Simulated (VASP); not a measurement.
Pd3PbC: single point with PBE

The system is Pd3PbC.

```
Pd Pb C
1.0
     4.21119    0.00000    0.00000
     0.00000    4.21119    0.00000
     0.00000    0.00000    4.21119
Pd Pb C
3 1 1
Direct
  0.00000 0.50000 0.50000
  0.50000 0.50000 0.00000
  0.50000 0.00000 0.50000
  0.00000 0.00000 0.00000
  0.50000 0.50000 0.50000
```

```json
{
 "Program": "VASP 6.6.1",
 "Task": "single point",
 "Functional": "PBE",
 "Potentials or basis": "VASP PAW PBE potentials, release 64 (Pd, Pb_d, C)",
 "Cutoff": "520 eV",
 "k mesh": "6 × 6 × 6",
 "Occupations": "fermi-dirac, width 0.1 eV",
 "Spin": "no spin polarisation",
 "Dipole correction": "no",
 "Further INCAR settings": "ALGO = Normal; EDIFF = 1e-07; NBANDS = 32"
}
```

| Quantity | Value |
| --- | --- |
| Pressure | 8.8 GPa |
| Band gap on the k mesh | zero (bands 24 and 25 overlap by 1.03 eV) |

Levels at points of the mesh, in eV from the Fermi level:
```
           k point  band 22  band 23  band 24  band 25  band 26  band 27
(0.00, 0.00, 0.00)    -1.18    -1.18    -1.18     0.46     1.57     1.57
(0.50, 0.00, 0.00)    -1.18     0.01     0.01     0.44     2.40     3.28
(0.50, 0.50, 0.00)    -1.81    -0.56    -0.56     1.13     3.84     4.35
(0.50, 0.50, 0.50)    -1.31    -1.31    -1.31    -0.96     1.58     1.58
```

Run time: 69 s on 1 thread of Intel Xeon 8259CL, on a shared host, peak memory 0.2 GiB.

Caveat: the cell stands under pressure; spin-orbit coupling is left out, which moves the levels of the heavy elements.
